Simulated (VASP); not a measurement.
# Be2ZnSe3 (P6mm) in VASP: notebook

The runs below take Be2ZnSe3 through relaxation of cell and atoms, with PBE.

All numbers are computed with VASP 6.6.1; they aren't measurements. Logs are shortened: lines on timing, memory, paths and dates and some standing lists are left out, and cuts for length are marked.

## (1) The cell of the first run

The structure is hexagonal, space group P6mm (No. 183). The conventional cell has a = 5.654 Å, b = 5.654 Å, c = 4.176 Å, α = 90.00°, β = 90.00°, γ = 120.00°. Be (site symmetry 3m) has 6 Se at 2.65 Å and 3 Be at 3.26 Å and 3 Zn at 3.50 Å within 3.6 Å. Within 3.9 Å of Zn (site symmetry 6mm) lie 6 Se at 2.94 Å and 6 Be at 3.50 Å. Se (site symmetry 2mm) has 4 Be at 2.65 Å and 4 Se at 2.83 Å and 2 Zn at 2.94 Å within 3.5 Å.

The cell was generated, and may not be a known phase.

## (2) Relaxation of cell and atoms, PBE

INCAR reads:

```
ALGO = Normal ; EDIFF = 1E-6
EDIFFG = -0.04 ; ENCUT = 600
GGA = PE ; IBRION = 2
ISIF = 3 ; ISMEAR = 0
LASPH = True ; LCHARG = False
LREAL = False ; LWAVE = False
NELM = 80 ; NSW = 90
PREC = Accurate ; SIGMA = 0.1
```

KPOINTS reads:

```
k-points
0
Gamma
  6 6 4
```

POSCAR reads:

```
Be2ZnSe3
1.0
    5.6538260100      0.0000000000      0.0000000000
   -2.8269130100      4.8963569600      0.0000000000
    0.0000000000      0.0000000000      4.1758119200
Be Zn Se
2 1 3
Direct
    0.6666666700      0.3333333300      0.4961477200
    0.3333333300      0.6666666700      0.4961477200
    0.0000000000      0.0000000000      0.1926302600
    0.0000000000      0.5000000000      0.9950230700
    0.5000000000      0.0000000000      0.9950230700
    0.5000000000      0.5000000000      0.9950230700
```

Potentials or basis: VASP PAW PBE potentials, release 64 (Be, Zn, Se).

Run with:

```
$ cat potpaw_PBE.64/Be/POTCAR potpaw_PBE.64/Zn/POTCAR potpaw_PBE.64/Se/POTCAR > POTCAR
$ mpirun -np 1 vasp_std > vasp.out
```

OUTCAR:

```text
EDIFF = 1E-6
   EDIFFG = -0.04
   ENCUT = 600
   GGA = PE
   IBRION = 2
   ISIF = 3
   ISMEAR = 0
   LASPH = True
   LREAL = False
   NELM = 80
   NSW = 90
   PREC = Accurate

 ion  position               nearest neighbor table
   1  0.667  0.333  0.496-
   2  0.333  0.667  0.496-
   3  0.000  0.000  0.193-
   4  0.000  0.500  0.995-
   5  0.500  0.000  0.995-
   6  0.500  0.500  0.995-

  LATTYP: Found a hexagonal cell.
 ALAT       =     5.6538260100
 C/A-ratio  =     0.7385816105

  Lattice vectors:

 A1 = (   5.6538260100,   0.0000000000,   0.0000000000)
 A2 = (  -2.8269130100,   4.8963569600,   0.0000000000)
 A3 = (   0.0000000000,   0.0000000000,   4.1758119200)

Analysis of symmetry for initial positions (statically):
=====================================================================
 Subroutine PRICEL returns:
 Original cell was already a primitive cell.

 Routine SETGRP: Setting up the symmetry group for a
 hexagonal supercell.

 Subroutine GETGRP returns: Found 12 space group operations
 (whereof 12 operations were pure point group operations)
 out of a pool of 24 trial point group operations.

The static configuration has the point symmetry C_6v.

Analysis of symmetry for dynamics (positions and initial velocities):
=====================================================================
 Subroutine PRICEL returns:
 Original cell was already a primitive cell.

 Routine SETGRP: Setting up the symmetry group for a
 hexagonal supercell.

 Subroutine GETGRP returns: Found 12 space group operations
 (whereof 12 operations were pure point group operations)
 out of a pool of 24 trial point group operations.

The dynamic configuration has the point symmetry C_6v.

 Subroutine INISYM returns: Found 12 space group operations
 (whereof 12 operations are pure point group operations),
 and found     1 'primitive' translations

----------------------------------------------------------------------------------------

                                     Primitive cell

  volume of cell :     115.5996

  direct lattice vectors                    reciprocal lattice vectors
     5.653826010  0.000000000  0.000000000     0.176871378  0.102116738  0.000000000
    -2.826913010  4.896356960  0.000000000     0.000000000  0.204233476  0.000000000
     0.000000000  0.000000000  4.175811920     0.000000000  0.000000000  0.239474387

  length of vectors
     5.653826010  5.653826018  4.175811920     0.204233476  0.204233476  0.239474387

  position of ions in fractional coordinates (direct lattice)
     0.666666670  0.333333330  0.496147720
     0.333333330  0.666666670  0.496147720
     0.000000000  0.000000000  0.192630260
     0.000000000  0.500000000  0.995023070
     0.500000000  0.000000000  0.995023070
     0.500000000  0.500000000  0.995023070

  ion indices of the primitive-cell ions
   primitive index   ion index
                 1           1
                 2           2
                 3           3
                 4           4
                 5           5
                 6           6

----------------------------------------------------------------------------------------

 KPOINTS: k-points

Automatic generation of k-mesh.
 Grid dimensions read from file:
 generate k-points for:    6    6    4

 Generating k-lattice:

  Cartesian coordinates                     Fractional coordinates (reciprocal lattice)
     0.029478563  0.017019456  0.000000000     0.166666667  0.000000000  0.000000000
     0.000000000  0.034038913  0.000000000     0.000000000  0.166666667  0.000000000
     0.000000000  0.000000000  0.059868597     0.000000000  0.000000000  0.250000000

  Length of vectors
     0.034038913  0.034038913  0.059868597

  Shift w.r.t. Gamma in fractional coordinates (k-lattice)
     0.000000000  0.000000000  0.000000000

 Subroutine IBZKPT returns following result:
 ===========================================

 Found     21 irreducible k-points:

 Following reciprocal coordinates:
            Coordinates               Weight
  0.000000  0.000000  0.000000      1.000000
  0.166667  0.000000  0.000000      6.000000
  0.333333  0.000000  0.000000      6.000000
  0.500000  0.000000  0.000000      3.000000
  0.166667  0.166667  0.000000      6.000000
  0.333333  0.166667  0.000000     12.000000
[... 13 lines left out ...]
  0.333333  0.166667  0.500000     12.000000
  0.333333  0.333333  0.500000      2.000000
   k-points           NKPTS =     21   k-points in BZ     NKDIM =     21   number of bands    NBANDS=     21
   number of dos      NEDOS =    301   number of ions     NIONS =      6
   total plane-waves  NPLWV =  82944
   dimension x,y,z NGX =    48 NGY =   48 NGZ =   36
   dimension x,y,z NGXF=    96 NGYF=   96 NGZF=   72
   ions per type =               2   1   3
   NGX,Y,Z   is equivalent  to a cutoff of  14.11, 14.11, 14.33 a.u.
   NGXF,Y,Z  is equivalent  to a cutoff of  28.23, 28.23, 28.66 a.u.
 SYSTEM =  unknown system
   PREC   = accura    normal or accurate (medium, high low for compatibility)
   ISTART =      0    job   : 0-new  1-cont  2-samecut
   ICHARG =      2    charge: 1-file 2-atom 10-const
   ISPIN  =      1    spin polarized calculation?
   LNONCOLLINEAR =      F non collinear calculations
   LSORBIT =      F    spin-orbit coupling
   LASPH  =      T    aspherical Exc in radial PAW
   ENCUT  =  600.0 eV  44.10 Ry    6.64 a.u.  11.29 11.29  8.34*2*pi/ulx,y,z
   NELM   =     80;   NELMIN=  2; NELMDL= -5     # of ELM steps
   EDIFF  = 0.1E-05   stopping-criterion for ELM
   LREAL  =      F    real-space projection
   EDIFFG = -.4E-01   stopping-criterion for IOM
   NSW    =     90    number of steps for IOM
   IBRION =      2    ionic relax: 0-MD 1-quasi-New 2-CG
   NFREE  =      1    steps in history (QN), initial steepest desc. (CG)
   ISIF   =      3    stress and relaxation
   ISYM   =      2    0-nonsym 1-usesym 2-fastsym
   POTIM  = 0.5000    time-step for ionic-motion
   TEBEG  =    0.0;   TEEND  =   0.0 temperature during run
   PSTRESS=    0.0 pullay stress
   NELECT =      34.0000    total number of electrons
   NUPDOWN=      -1.0000    fix difference up-down
   EMIN   =  10.00;   EMAX   =-10.00  energy-range for DOS
   EFERMI =   0.00;   METHOD = LEGACY
   ISMEAR =     0;   SIGMA  =   0.10  broadening in eV -4-tet -1-fermi 0-gaus
   EFERMI_NEDOS =   21; number of points for ismear=-14 and -15
   IALGO  =     38    algorithm
   IMIX   =      4    mixing-type and parameters
     AMIX     =   0.40;   BMIX     =  1.00
     AMIX_MAG =   1.60;   BMIX_MAG =  1.00
  volume/ion in A,a.u.               =      19.27       130.02
  Fermi-wavevector in a.u.,A,eV,Ry     =   1.088719  2.057380 16.127098  1.185308
  Thomas-Fermi vector in A             =   2.224906
   LORBIT       =      0    0 simple, 1 ext, 2 COOP (PROOUT), +10 PAW based schemes
   GGA     = PE    functional components
   LHFCALC =     F    Hartree Fock is set to
   AEXX    =    0.0000 exact exchange contribution
   IVDW    =     0    specifies the selected vdW correction
   LEPSILON=     F    determine dielectric tensor
   LRPA    =     F    only Hartree local field effects (RPA)
 conjugate gradient relaxation of ions
 non-spin polarized calculation
 Gauss-broadening in eV      SIGMA  =   0.10
  energy-cutoff  :      600.00
  volume of cell :      115.60
 maximum number of plane-waves:      3905
 NGX is ok and might be reduce to    48
   NGX = 23   NGY = 23   NGZ = 17

--------------------------------------- Ionic step        1  -------------------------------------------

 number of electron      33.9999992 magnetization

 Free energy of the ion-electron system (eV)
  ---------------------------------------------------
  ext. energy  EPLUGINS =         0.00000000
  ---------------------------------------------------
  free energy    TOTEN  =       -15.17850601 eV

  energy without entropy =      -15.16137079  energy(sigma->0) =      -15.16993840

------------------------ aborting loop because EDIFF is reached ----------------------------------------

  FORCE on cell =-STRESS in cart. coord.  units (eV):
  Direction    XX          YY          ZZ          XY          YZ          ZX
  --------------------------------------------------------------------------------------
  -------------------------------------------------------------------------------------
  Total        4.3391944      4.3391944     -7.2850193     -0.0000000      0.0000000      0.0000000
  in kB       60.1399762     60.1399764   -100.9682544     -0.0000001      0.0000000      0.0000000
  external PRESSURE =       6.4372327 kB  Pullay stress =       0.0000000 kB
[... 101 lines left out ...]
  FREE ENERGIE OF THE ION-ELECTRON SYSTEM (eV)
  ---------------------------------------------------
  free  energy   TOTEN  =       -17.8075767807 eV

  energy  without entropy=      -17.7841907981  energy(sigma->0) =      -17.79588379

 E-fermi :   7.8125     XC(G=0): -10.3351

 val. band max:        7.7291487607   @ k =   0.3333   0.0000   0.5000
 cond. band min:       7.8152120451   @ k =   0.3333   0.1667   0.0000
 fundamental gap:      0.0860632844
 Fermi energy:         7.8125497680

 k-point     1 :       0.0000    0.0000    0.0000
  band No.  band energies     occupation
      1     -16.8331      2.00000
      2     -16.5832      2.00000
      3     -16.5832      2.00000
      4      -5.9629      2.00000
      5      -5.5882      2.00000
      6      -4.4341      2.00000
[... 478 lines left out ...]
      5      -3.6955      2.00000
      6      -1.1481      2.00000
[... 13 lines left out ...]
     20       9.9001      0.00000
     21      10.5871      0.00000

[... ionic steps 4 to 69 ...]

--------------------------------------- Ionic step       70  -------------------------------------------

 number of electron      33.9999985 magnetization

------------------------ aborting loop because EDIFF is reached ----------------------------------------

  FORCE on cell =-STRESS in cart. coord.  units (eV):
  Direction    XX          YY          ZZ          XY          YZ          ZX
  --------------------------------------------------------------------------------------
  -------------------------------------------------------------------------------------
  Total        0.4062704      0.4062705     -0.1658800     -0.0000000      0.0000000      0.0000000
  in kB        5.1769309      5.1769309     -2.1137382     -0.0000000      0.0000000      0.0000000
  external PRESSURE =       2.7467079 kB  Pullay stress =       0.0000000 kB
[... 65 lines left out ...]
  energy  without entropy=      -19.2543438480  energy(sigma->0) =      -19.25654040

--------------------------------------- Ionic step       72  -------------------------------------------

 number of electron      33.9999982 magnetization

 Free energy of the ion-electron system (eV)
  ---------------------------------------------------
  ext. energy  EPLUGINS =         0.00000000
  ---------------------------------------------------
  free energy    TOTEN  =       -19.26074717 eV

  energy without entropy =      -19.25636934  energy(sigma->0) =      -19.25855825

 E-fermi :   2.6682     XC(G=0):  -9.0684

 val. band max:        2.5129643577   @ k =   0.3333   0.0000   0.5000
 cond. band min:       2.6991009518   @ k =   0.5000   0.0000   0.5000
 fundamental gap:      0.1861365941
 Fermi energy:         2.6682427292

 k-point     1 :       0.0000    0.0000    0.0000
  band No.  band energies     occupation
      1     -11.9356      2.00000
      2     -10.9597      2.00000
      3     -10.9597      2.00000
      4      -4.9868      2.00000
      5      -4.1812      2.00000
      6      -3.8163      2.00000
[... 526 lines left out ...]
  FREE ENERGIE OF THE ION-ELECTRON SYSTEM (eV)
  ---------------------------------------------------
  free  energy   TOTEN  =       -19.2607471655 eV

  energy  without entropy=      -19.2563693432  energy(sigma->0) =      -19.25855825

 reached required accuracy - stopping structural energy minimisation
```

Wall time 59 min (1 thread of Intel Xeon 8259CL, shared host); peak memory 0.34 GiB.

What came out:

```
Free energy                           : -19.2607 eV
Relaxed volume                        : 21.01 Å³/atom
Relaxed cell                          : a = 7.101 Å, b = 7.101 Å, c = 2.886 Å, α = 90.00°, β = 90.00°, γ = 120.00°
Space group after relaxing (to 0.1 Å) : P6mm (No. 183)
Pressure after relaxing               : 0.0 GPa
Largest force after relaxing          : 0.036 eV/Å
Band gap on the k mesh                : zero (bands 17 and 18 overlap by 3.13 eV)
```

Forces on the atoms (eV/Å):
```
Be   0.000  0.000 -0.036
Be   0.000  0.000 -0.036
Zn   0.000  0.000  0.010
Se   0.000  0.000  0.021
Se   0.000  0.000  0.021
Se   0.000  0.000  0.021
```

Final structure:
```yaml
crystal:
  lattice:
    - [7.10085, 0.00000, 0.00000]
    - [-3.55043, 6.14952, 0.00000]
    - [0.00000, 0.00000, 2.88648]
  atoms:
    - { symbol: Be, position: [0.66667, 0.33333, 0.35532] }
    - { symbol: Be, position: [0.33333, 0.66667, 0.35532] }
    - { symbol: Zn, position: [0.00000, 0.00000, 0.10787] }
    - { symbol: Se, position: [0.00000, 0.50000, 0.11716] }
    - { symbol: Se, position: [0.50000, 0.00000, 0.11716] }
    - { symbol: Se, position: [0.50000, 0.50000, 0.11716] }
```

Caveat: the k points lie up to 0.54 Å⁻¹ apart in the final cell, too coarse for converged energies and pressures of a metal; a cell axis changed by over 15 % at a fixed basis, so the end point is rough.

## (3) Relaxation of cell and atoms, PBE

This run uses another cell than the first one, of 22.08 Å³/atom.

INCAR reads:

```
SYSTEM = Be2ZnSe3
ALGO = Normal
EDIFF = 1E-6
EDIFFG = -0.01
ENCUT = 600
GGA = PE
IBRION = 2
ISIF = 3
ISMEAR = 0
LASPH = .TRUE.
LCHARG = .FALSE.
LREAL = .FALSE.
LWAVE = .FALSE.
NELM = 80
NSW = 100
PREC = Accurate
SIGMA = 0.1
```

KPOINTS reads:

```
k-points
0
G
  6 6 12
  0 0 0
```

POSCAR reads:

```
Be2ZnSe3
1.0
    7.0155274071      0.0000000000      0.0000000000
   -3.5077637036      6.0756249555      0.0000000000
    0.0000000000      0.0000000000      3.1088287886
Be Zn Se
2 1 3
Direct
    0.6666666667      0.3333333333      0.7062567809
    0.3333333333      0.6666666667      0.7062567809
    0.0000000000      0.0000000000      0.9440438350
    0.0000000000      0.5000000000      0.9378125044
    0.5000000000      0.0000000000      0.9378125044
    0.5000000000      0.5000000000      0.9378125044
```

Potentials or basis: VASP PAW PBE potentials, release 64 (Be, Zn, Se).

Run with:

```
$ cat potpaw_PBE.64/Be/POTCAR potpaw_PBE.64/Zn/POTCAR potpaw_PBE.64/Se/POTCAR > POTCAR
$ mpirun -np 1 vasp_std > vasp.out
```

Wall time 47 min (1 thread of Intel Xeon 8259CL, shared host); peak memory 0.43 GiB.

The run converged. Its results:

```yaml
Free_energy: -18.5599 eV
Relaxed_volume: 22.05 Å³/atom
Relaxed_cell: a = 7.183 Å, b = 7.183 Å, c = 2.961 Å, α = 90.00°, β = 90.00°, γ = 120.00°
Space_group_after_relaxing_to_0.1_Å: P6mm (No. 183)
Energy_gained_by_relaxing: 22.3 meV/atom
Ionic_steps: 26
Pressure_after_relaxing: 0.0 GPa
Largest_force_after_relaxing: 0.010 eV/Å
Band_gap_on_the_k_mesh: zero (bands 17 and 18 overlap by 2.67 eV)
```

Forces in eV/Å, atoms in the order of the input:
```
Be   0.000  0.000 -0.005
Be   0.000  0.000 -0.005
Zn   0.000  0.000 -0.010
Se   0.000  0.000  0.007
Se   0.000  0.000  0.007
Se   0.000  0.000  0.007
```

Step by step:
| step | energy change (eV) | largest force (eV/Å) | pressure (GPa) | volume (Å³) |
| --- | --- | --- | --- | --- |
| 1 | 0.0000 | 0.0853 | 0.06 | 132.51 |
| 2 | -0.0615 | 0.1217 | -0.52 | 132.65 |
| 3 | -0.1143 | 0.1509 | -1.00 | 132.73 |
| 4 | -0.1178 | 0.1451 | -0.96 | 132.73 |
| 5 | -0.1181 | 0.1460 | -0.96 | 132.73 |
| 6 | -0.1249 | 0.0498 | 0.31 | 129.49 |
| 7 | -0.1266 | 0.0781 | -0.10 | 130.48 |
| 8 | -0.1289 | 0.0496 | 0.14 | 130.14 |
| 9 | -0.1289 | 0.0503 | 0.13 | 130.15 |
| 10 | -0.1297 | 0.0499 | 0.06 | 130.48 |
| 11 | -0.1310 | 0.0491 | -0.16 | 131.50 |
| 12 | -0.1312 | 0.0488 | -0.24 | 131.93 |
| 13 | -0.1317 | 0.0429 | -0.22 | 131.93 |
| 14 | -0.1327 | 0.0261 | -0.12 | 131.94 |
| 15 | -0.1333 | 0.0169 | 0.08 | 131.95 |
| 16 | -0.1334 | 0.0164 | 0.04 | 131.95 |
| 17 | -0.1334 | 0.0165 | 0.03 | 131.95 |
| 18 | -0.1334 | 0.0161 | 0.02 | 132.02 |
| 19 | -0.1334 | 0.0156 | -0.03 | 132.23 |
| 20 | -0.1334 | 0.0150 | -0.05 | 132.25 |
| 21 | -0.1335 | 0.0138 | -0.01 | 132.30 |
| 22 | -0.1335 | 0.0112 | -0.02 | 132.41 |
| 23 | -0.1335 | 0.0133 | -0.02 | 132.35 |
| 24 | -0.1335 | 0.0119 | 0.00 | 132.29 |
| 25 | -0.1335 | 0.0110 | 0.02 | 132.25 |
| 26 | -0.1336 | 0.0096 | 0.00 | 132.30 |

Final structure:
```xyz
6
Lattice="7.1827 0.0000 0.0000 -3.5914 6.2204 0.0000 0.0000 0.0000 2.9611" Properties=species:S:1:pos:R:3 pbc="T T T"
Be    3.5914    2.0735    2.1722
Be    0.0000    4.1469    2.1722
Zn    3.5914    6.2204    2.7674
Se    5.3870    3.1102    2.7324
Se    0.0000    6.2204    2.7324
Se    1.7957    3.1102    2.7324
```

Levels at points of the mesh, in eV from the Fermi level:
```
           k point  band 15  band 16  band 17  band 18  band 19  band 20
(0.00, 0.00, 0.00)    -0.93     0.84     1.64     1.96     1.96     3.79
(0.50, 0.00, 0.00)    -1.42     1.52     1.87     2.04     2.23     2.43
(0.00, 0.00, 0.50)    -0.78    -0.68    -0.68     0.43     0.62     1.67
(0.50, 0.00, 0.50)    -1.78    -1.10     0.01     0.31     1.46     1.51
```

The gap in the log of VASP goes by the Fermi energy; the results here count the filled bands.